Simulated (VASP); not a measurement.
# Co (Pm-3m) in VASP: further runs

The runs below take Co through single point, with BLYP.

All numbers are computed with VASP 6.6.1; they aren't measurements. Logs are shortened: lines on timing, memory, paths and dates and some standing lists are left out, and cuts for length are marked.

## (1) The cell of the first run

Symmetry: Pm-3m, No. 221, cubic system. The conventional cell has a = 2.312 Å, b = 2.312 Å, c = 2.312 Å, α = 90.00°, β = 90.00°, γ = 90.00°. Co (site symmetry m-3m) has 6 Co at 2.31 Å within 3.1 Å.

## (2) Single point, BLYP, collinear spin, ferromagnetic start (volume scaled by 0.92)

INCAR

```
AGGAC = 1.0
AGGAX = 1.0
ALDAC = 0.0
ALDAX = 1.0
ALGO = Normal
EDIFF = 1E-6
ENCUT = 520
GGA = B5
ISIF = 2
ISMEAR = -1
ISPIN = 2
LASPH = T
LCHARG = T
LELF = T
LMAXMIX = 4
LORBIT = 11
LREAL = F
LVHAR = T
LWAVE = F
MAGMOM = 1.89
NBANDS = 14
NELM = 150
PREC = Accurate
SIGMA = 0.05
```

KPOINTS

```
k-points
0
Gamma
  15 15 15
```

POSCAR

```
Co
1.0
    2.3121288335      0.0000000000      0.0000000000
    0.0000000000      2.3121288335      0.0000000000
    0.0000000000      0.0000000000      2.3121288335
Co
1
Direct
    0.0000000000      0.0000000000      0.0000000000
```

Potentials or basis: VASP PAW PBE potentials, release 64 (Co).

Started as:

```bash
> cat potpaw_PBE.64/Co/POTCAR > POTCAR
> mpirun -np 1 vasp_std > vasp.out
```

OUTCAR:

```text
EDIFF = 1E-6
   ENCUT = 520
   GGA = B5
   ISIF = 2
   ISMEAR = -1
   ISPIN = 2
   LASPH = T
   LORBIT = 11
   LREAL = F
   NELM = 150
   PREC = Accurate

 ion  position               nearest neighbor table
   1  0.000  0.000  0.000-

  LATTYP: Found a simple cubic cell.
 ALAT       =     2.3121288335

  Lattice vectors:

 A1 = (   2.3121288335,   0.0000000000,   0.0000000000)
 A2 = (   0.0000000000,   2.3121288335,   0.0000000000)
 A3 = (   0.0000000000,   0.0000000000,   2.3121288335)

Analysis of symmetry for initial positions (statically):
=====================================================================
 Subroutine PRICEL returns:
 Original cell was already a primitive cell.

 Routine SETGRP: Setting up the symmetry group for a
 simple cubic supercell.

 Subroutine GETGRP returns: Found 48 space group operations
 (whereof 48 operations were pure point group operations)
 out of a pool of 48 trial point group operations.

The static configuration has the point symmetry O_h .

Analysis of symmetry for dynamics (positions and initial velocities):
=====================================================================
 Subroutine PRICEL returns:
 Original cell was already a primitive cell.

 Routine SETGRP: Setting up the symmetry group for a
 simple cubic supercell.

 Subroutine GETGRP returns: Found 48 space group operations
 (whereof 48 operations were pure point group operations)
 out of a pool of 48 trial point group operations.

The dynamic configuration has the point symmetry O_h .

Analysis of structural, dynamic, and magnetic symmetry:
=====================================================================
 Subroutine PRICEL returns:
 Original cell was already a primitive cell.

 Routine SETGRP: Setting up the symmetry group for a
 simple cubic supercell.

 Subroutine GETGRP returns: Found 48 space group operations
 (whereof 48 operations were pure point group operations)
 out of a pool of 48 trial point group operations.

The overall configuration has the point symmetry O_h .

 Subroutine INISYM returns: Found 48 space group operations
 (whereof 48 operations are pure point group operations),
 and found     1 'primitive' translations

----------------------------------------------------------------------------------------

                                     Primitive cell

  volume of cell :      12.3605

  direct lattice vectors                    reciprocal lattice vectors
[... 123 lines left out ...]
 number of electron       9.0000013 magnetization       1.7092718

 Free energy of the ion-electron system (eV)
  ---------------------------------------------------
  ext. energy  EPLUGINS =         0.00000000
  ---------------------------------------------------
  free energy    TOTEN  =        -5.43754398 eV

  energy without entropy =       -5.42401224  energy(sigma->0) =       -5.43077811

 E-fermi :   9.2416     XC(G=0): -11.9432

 val. band max:        9.2306839530   @ k =   0.2667   0.2667   0.0000
 cond. band min:       9.2433315501   @ k =   0.4000   0.1333   0.0000
 fundamental gap:      0.0126475971
 Fermi energy:         9.2416222194

 spin component 1

 k-point     1 :       0.0000    0.0000    0.0000
  band No.  band energies     occupation
      1       1.0316      1.00000
      2       4.9033      1.00000
      3       4.9033      1.00000
      4       8.3107      1.00000
      5       8.3107      1.00000
      6       8.3107      1.00000
      7      28.6289      0.00000
      8      28.6289      0.00000
      9      28.6289      0.00000
     10      32.7961      0.00000
     11      32.7961      0.00000
     12      37.3646      0.00000
     13      45.2913      0.00000
     14      50.0712      0.00000
[... 379 lines left out ...]
      3       6.4238      1.00000
      4       7.4782      1.00000
      5       8.0007      1.00000
      6       8.0460      1.00000
      7      17.3781      0.00000
      8      24.9243      0.00000
      9      33.4033      0.00000
     10      34.2473      0.00000
     11      35.2387      0.00000
     12      42.8791      0.00000
     13      43.8291      0.00000
     14      44.6856      0.00000

 [... further k-points ...]

 spin component 2

 k-point     1 :       0.0000    0.0000    0.0000
  band No.  band energies     occupation
      1       1.1823      1.00000
      2       6.0533      1.00000
      3       6.0533      1.00000
      4      10.4199      0.00000
      5      10.4199      0.00000
      6      10.4199      0.00000
      7      28.9791      0.00000
      8      28.9791      0.00000
      9      28.9791      0.00000
     10      33.1057      0.00000
     11      33.1057      0.00000
     12      37.4553      0.00000
     13      48.8305      0.00000
     14      50.3031      0.00000
[... 379 lines left out ...]
      3       7.6547      1.00000
      4       9.4569      0.01332
      5       9.4725      0.00977
      6      10.0673      0.00000
      7      17.9460      0.00000
      8      25.3534      0.00000
      9      33.7349      0.00000
     10      34.7134      0.00000
     11      35.3422      0.00000
     12      43.1214      0.00000
     13      44.2449      0.00000
     14      45.7498      0.00000

 [... further k-points ...]

------------------------ aborting loop because EDIFF is reached ----------------------------------------

  FORCE on cell =-STRESS in cart. coord.  units (eV):
  Direction    XX          YY          ZZ          XY          YZ          ZX
  --------------------------------------------------------------------------------------
  -------------------------------------------------------------------------------------
  Total        0.8391914      0.8391914      0.8391914     -0.0000000     -0.0000000      0.0000000
  in kB      108.7766088    108.7766088    108.7766088     -0.0000000     -0.0000000      0.0000000
  external PRESSURE =     108.7766088 kB  Pullay stress =       0.0000000 kB

 VOLUME and BASIS-vectors are now :
 -----------------------------------------------------------------------------
  energy-cutoff  :      520.00
  volume of cell :       12.36
      direct lattice vectors                 reciprocal lattice vectors
     2.312128834  0.000000000  0.000000000     0.432501851  0.000000000  0.000000000
     0.000000000  2.312128834  0.000000000     0.000000000  0.432501851  0.000000000
     0.000000000  0.000000000  2.312128834     0.000000000  0.000000000  0.432501851

 POSITION                                       TOTAL-FORCE (eV/Angst)
 -----------------------------------------------------------------------------------
      0.00000      0.00000      0.00000         0.000000      0.000000      0.000000
 -----------------------------------------------------------------------------------
    total drift:                               -0.000000      0.000000      0.000000

  FREE ENERGIE OF THE ION-ELECTRON SYSTEM (eV)
  ---------------------------------------------------
  free  energy   TOTEN  =        -5.4375439821 eV

  energy  without entropy=       -5.4240122409  energy(sigma->0) =       -5.43077811

 total charge

# of ion       s       p       d       tot
------------------------------------------
    1        0.504   0.413   7.341   8.258

 magnetization (x)

# of ion       s       p       d       tot
------------------------------------------
    1        0.006  -0.006   1.711   1.710
```

OSZICAR:

```text
N       E                     dE             d eps       ncg     rms          rms(c)
DAV:   1     0.306136178480E+02    0.30614E+02   -0.37544E+03  6880   0.739E+02
DAV:   2    -0.468249417502E+01   -0.35296E+02   -0.32809E+02  7464   0.145E+02
DAV:   3    -0.603763132465E+01   -0.13551E+01   -0.13480E+01  8546   0.299E+01
DAV:   4    -0.604820823332E+01   -0.10577E-01   -0.10575E-01  8126   0.248E+00
DAV:   5    -0.604839478030E+01   -0.18655E-03   -0.18654E-03  9114   0.303E-01    0.827E+00
DAV:   6    -0.559239573465E+01    0.45600E+00   -0.79200E+00  9228   0.324E+01    0.431E+00
DAV:   7    -0.544661752280E+01    0.14578E+00   -0.11121E+00  8284   0.113E+01    0.224E+00
DAV:   8    -0.544150048080E+01    0.51170E-02   -0.87753E-03  8348   0.612E-01    0.120E+00
DAV:   9    -0.543745389347E+01    0.40466E-02   -0.50443E-03  9380   0.474E-01    0.238E-01
DAV:  10    -0.543749624426E+01   -0.42351E-04   -0.35464E-04 10596   0.135E-01    0.739E-02
DAV:  11    -0.543754186666E+01   -0.45622E-04   -0.11175E-04  8824   0.100E-01    0.348E-02
DAV:  12    -0.543754331767E+01   -0.14510E-05   -0.29599E-06  7804   0.190E-02    0.164E-02
DAV:  13    -0.543754398211E+01   -0.66444E-06   -0.24486E-06  8172   0.109E-02
   1 F= -.54375440E+01 E0= -.54307781E+01  d E =-.135317E-01  mag=     1.7094
```

stdout:

```text
POSCAR found type information on POSCAR Co
 POSCAR found :  1 types and       1 ions
 scaLAPACK will be used
 -----------------------------------------------------------------------------
|                                                                             |
|                                                                             |
|     You enforced a specific xc type in the INCAR file but a different       |
|     I HOPE YOU KNOW WHAT YOU ARE DOING!                                     |
|                                                                             |
 -----------------------------------------------------------------------------

 LDA part: xc-table for (Slater(with rela. corr.)+VWN5), standard interpolation
 POSCAR, INCAR and KPOINTS ok, starting setup
 FFT: planning ... GRIDC
 FFT: planning ... GRID_SOFT
 FFT: planning ... GRID
 WAVECAR not read
 entering main loop
```

It took 29 s on 1 thread of Intel Xeon Platinum 8559C (Emerald Rapids), shared host; peak memory 0.14 GiB.

Results:

```
Free energy                                           : -5.4375 eV
Pressure                                              : 10.9 GPa
Net moment                                            : 1.71 μB per cell
Site moments                                          : Co +1.71 μB
Valence electrons inside the program's atomic spheres : Co 8.26
```

Caveat: the cell differs from its parent crystal (volume scaled by 0.92); the PAW data sets were made with another functional, which shifts forces and pressure a little.

## (3) Single point, BLYP, collinear spin, ferromagnetic start (volume scaled by 0.96)

INCAR

```
SYSTEM = Co
PREC = Accurate
ENCUT = 520
EDIFF = 1E-6
ISMEAR = -1
SIGMA = 0.05
LREAL = .FALSE.
LASPH = .TRUE.
NELM = 150
ALGO = Normal
ISIF = 2
LWAVE = .FALSE.
LCHARG = .FALSE.
ISPIN = 2
MAGMOM = 1.89
LORBIT = 11
LMAXMIX = 4
GGA = B5
ALDAX = 1.0
AGGAX = 1.0
AGGAC = 1.0
ALDAC = 0.0
NBANDS = 14
```

KPOINTS

```
Automatic mesh
0
G
  15 15 15
  0 0 0
```

POSCAR

```
Co
1.0
    2.3451637086      0.0000000000      0.0000000000
    0.0000000000      2.3451637086      0.0000000000
    0.0000000000      0.0000000000      2.3451637086
Co
1
Direct
    0.0000000000      0.0000000000      0.0000000000
```

Potentials or basis: VASP PAW PBE potentials, release 64 (Co).

Started as:

```bash
> cat potpaw_PBE.64/Co/POTCAR > POTCAR
> mpirun -np 1 vasp_std > vasp.out
```

Wall time 30 s (1 thread of Intel Xeon Platinum 8559C (Emerald Rapids), shared host); peak memory 0.14 GiB.

It converged, with:

- Free energy: -5.4633 eV
- Pressure: 4.8 GPa
- Net moment: 1.80 μB per cell
- Site moments: Co +1.81 μB
- Valence electrons inside the program's atomic spheres: Co 8.19

Levels at points of the mesh, in eV from the Fermi level:
Spin up:
| k point | band 1 | band 2 | band 3 | band 4 | band 5 | band 6 | band 7 | band 8 | band 9 | band 10 |
| --- | --- | --- | --- | --- | --- | --- | --- | --- | --- | --- |
| (0.00, 0.00, 0.00) | -8.00 | -4.23 | -4.23 | -1.06 | -1.06 | -1.06 | 18.83 | 18.83 | 18.83 | 22.88 |
Spin down:
| k point | band 1 | band 2 | band 3 | band 4 | band 5 | band 6 |
| --- | --- | --- | --- | --- | --- | --- |
| (0.00, 0.00, 0.00) | -7.85 | -3.00 | -3.00 | 1.15 | 1.15 | 1.15 |

Caveat: the cell differs from its parent crystal (volume scaled by 0.96); the PAW data sets were made with another functional, which shifts forces and pressure a little.

## (4) Single point, BLYP, collinear spin, ferromagnetic start

This run uses another cell than the first one, of 13.44 Å³/atom, 1.087 times its volume.

INCAR

```
AGGAC = 1.0 ; AGGAX = 1.0
ALDAC = 0.0 ; ALDAX = 1.0
ALGO = Normal ; EDIFF = 1E-6
ENCUT = 520 ; GGA = B5
ISIF = 2 ; ISMEAR = -1
ISPIN = 2 ; LASPH = True
LCHARG = True ; LELF = True
LMAXMIX = 4 ; LORBIT = 11
LREAL = False ; LVHAR = True
LWAVE = False ; MAGMOM = 1.7
NBANDS = 14 ; NELM = 150
PREC = Accurate ; SIGMA = 0.05
```

KPOINTS

```
k-points
0
Gamma
  14 14 14
```

POSCAR

```
Co
1.0
    2.3772932314      0.0000000000      0.0000000000
    0.0000000000      2.3772932314      0.0000000000
    0.0000000000      0.0000000000      2.3772932314
Co
1
Direct
    0.0000000000      0.0000000000      0.0000000000
```

Potentials or basis: VASP PAW PBE potentials, release 64 (Co).

Started as:

```bash
> cat potpaw_PBE.64/Co/POTCAR > POTCAR
> mpirun -np 1 vasp_std > vasp.out
```

OUTCAR:

```text
EDIFF = 1E-6
   ENCUT = 520
   GGA = B5
   ISIF = 2
   ISMEAR = -1
   ISPIN = 2
   LASPH = True
   LORBIT = 11
   LREAL = False
   NELM = 150
   PREC = Accurate

 ion  position               nearest neighbor table
   1  0.000  0.000  0.000-

  LATTYP: Found a simple cubic cell.
 ALAT       =     2.3772932314

  Lattice vectors:

 A1 = (   2.3772932314,   0.0000000000,   0.0000000000)
 A2 = (   0.0000000000,   2.3772932314,   0.0000000000)
[... 1024 lines left out ...]
  -------------------------------------------------------------------------------------
  Total       -0.0234747     -0.0234747     -0.0234747      0.0000000      0.0000000      0.0000000
  in kB       -2.7993837     -2.7993837     -2.7993837      0.0000000      0.0000000      0.0000000
  external PRESSURE =      -2.7993837 kB  Pullay stress =       0.0000000 kB

 VOLUME and BASIS-vectors are now :
 -----------------------------------------------------------------------------
  energy-cutoff  :      520.00
  volume of cell :       13.44
      direct lattice vectors                 reciprocal lattice vectors
     2.377293231  0.000000000  0.000000000     0.420646467  0.000000000  0.000000000
     0.000000000  2.377293231  0.000000000     0.000000000  0.420646467  0.000000000
     0.000000000  0.000000000  2.377293231     0.000000000  0.000000000  0.420646467

 POSITION                                       TOTAL-FORCE (eV/Angst)
 -----------------------------------------------------------------------------------
      0.00000      0.00000      0.00000         0.000000      0.000000      0.000000
 -----------------------------------------------------------------------------------
    total drift:                                0.000000      0.000000      0.000000

  FREE ENERGIE OF THE ION-ELECTRON SYSTEM (eV)
  ---------------------------------------------------
  free  energy   TOTEN  =        -5.4706592199 eV

  energy  without entropy=       -5.4565681984  energy(sigma->0) =       -5.46361371

 total charge

# of ion       s       p       d       tot
------------------------------------------
    1        0.479   0.368   7.282   8.128

 magnetization (x)

# of ion       s       p       d       tot
------------------------------------------
    1        0.007  -0.005   1.877   1.878
```

stdout:

```text
POSCAR found type information on POSCAR Co
 POSCAR found :  1 types and       1 ions
 scaLAPACK will be used
 -----------------------------------------------------------------------------
|                                                                             |
|                                                                             |
|     You enforced a specific xc type in the INCAR file but a different       |
|     I HOPE YOU KNOW WHAT YOU ARE DOING!                                     |
|                                                                             |
 -----------------------------------------------------------------------------

 LDA part: xc-table for (Slater(with rela. corr.)+VWN5), standard interpolation
 POSCAR, INCAR and KPOINTS ok, starting setup
 FFT: planning ... GRIDC
 FFT: planning ... GRID_SOFT
 FFT: planning ... GRID
 WAVECAR not read
 entering main loop
```

Wall time 31 s (1 thread of Intel Xeon Platinum 8559C (Emerald Rapids), shared host); peak memory 0.14 GiB.

Results:

```yaml
Free_energy: -5.4707 eV
Pressure: -0.3 GPa
Net_moment: 1.88 μB per cell
Site_moments: Co +1.88 μB
Valence_electrons_inside_the_program's_atomic_spheres: Co 8.13
```

Caveat: the PAW data sets were made with another functional, which shifts forces and pressure a little.

## (5) Single point, BLYP, collinear spin, ferromagnetic start

This run uses another cell than the first one, of 13.44 Å³/atom, 1.087 times its volume.

INCAR

```
SYSTEM = Co
PREC     = Accurate       ! precision mode
ENCUT    = 520            ! plane-wave cutoff, eV
EDIFF    = 1E-6           ! SCF threshold, eV
ISMEAR   = -1             ! smearing method
SIGMA    = 0.05           ! smearing width, eV
LREAL    = .False.        ! projectors in reciprocal space
LASPH    = .True.         ! aspherical terms in the spheres
NELM     = 150            ! most SCF steps
ALGO     = Normal         ! electronic algorithm
ISIF     = 2              ! what is computed and relaxed
LWAVE    = .False.        ! write WAVECAR
LCHARG   = .False.        ! write CHGCAR
ISPIN    = 2              ! spin polarisation
MAGMOM   = 1.89           ! initial moments
LORBIT   = 11             ! projections on sites
LMAXMIX  = 4              ! l up to which the mixer works
GGA      = B5             ! functional
ALDAX    = 1.0          
AGGAX    = 1.0          
AGGAC    = 1.0          
ALDAC    = 0.0          
NBANDS   = 14             ! bands
```

KPOINTS

```
Automatic mesh
0
Gamma
  15 15 15
  0 0 0
```

POSCAR is that of step 4.

Started as:

```bash
> cat potpaw_PBE.64/Co/POTCAR > POTCAR
> mpirun -np 1 vasp_std > vasp.out
```

Wall time 33 s (1 thread of Intel Xeon Platinum 8559C (Emerald Rapids), shared host); peak memory 0.14 GiB.

It converged, with:

```yaml
Free_energy: -5.4707 eV
Pressure: -0.5 GPa
Net_moment: 1.85 μB per cell
Site_moments: Co +1.86 μB
Valence_electrons_inside_the_program's_atomic_spheres: Co 8.13
```

Levels at points of the mesh, in eV from the Fermi level:
Spin up:
| k point | band 2 | band 3 | band 4 | band 5 | band 6 | band 7 | band 8 | band 9 |
| --- | --- | --- | --- | --- | --- | --- | --- | --- |
| (0.00, 0.00, 0.00) | -4.12 | -4.12 | -1.15 | -1.15 | -1.15 | 18.31 | 18.31 | 18.31 |
Spin down:
| k point | band 1 | band 2 | band 3 | band 4 | band 5 | band 6 | band 7 | band 8 |
| --- | --- | --- | --- | --- | --- | --- | --- | --- |
| (0.00, 0.00, 0.00) | -7.65 | -2.85 | -2.85 | 1.10 | 1.10 | 1.10 | 18.67 | 18.67 |

Caveat: the PAW data sets were made with another functional, which shifts forces and pressure a little.

## (6) Overview

| cell | k mesh | gap on the mesh (eV) | pressure (GPa) | moment (μB) |
| --- | --- | --- | --- | --- |
| a = 2.312 Å, 1 atom | 15 × 15 × 15 | none | 10.9 | 1.71 |
| a = 2.345 Å, 1 atom | 15 × 15 × 15 | none | 4.8 | 1.80 |
| a = 2.377 Å, 1 atom | 14 × 14 × 14 | none | -0.3 | 1.88 |
| a = 2.377 Å, 1 atom | 15 × 15 × 15 | none | -0.5 | 1.85 |

Alike in all rows: task single point; level BLYP; potentials or basis VASP PAW PBE potentials, release 64 (Co); spin collinear, ferromagnetic start; cutoff (eV) 520; smearing fermi-dirac 0.05 eV.

Caveats: the PAW data sets were made with another functional, which shifts forces and pressure a little.

Total energies depend on the potentials used, so only differences within one code and one set of settings carry meaning.
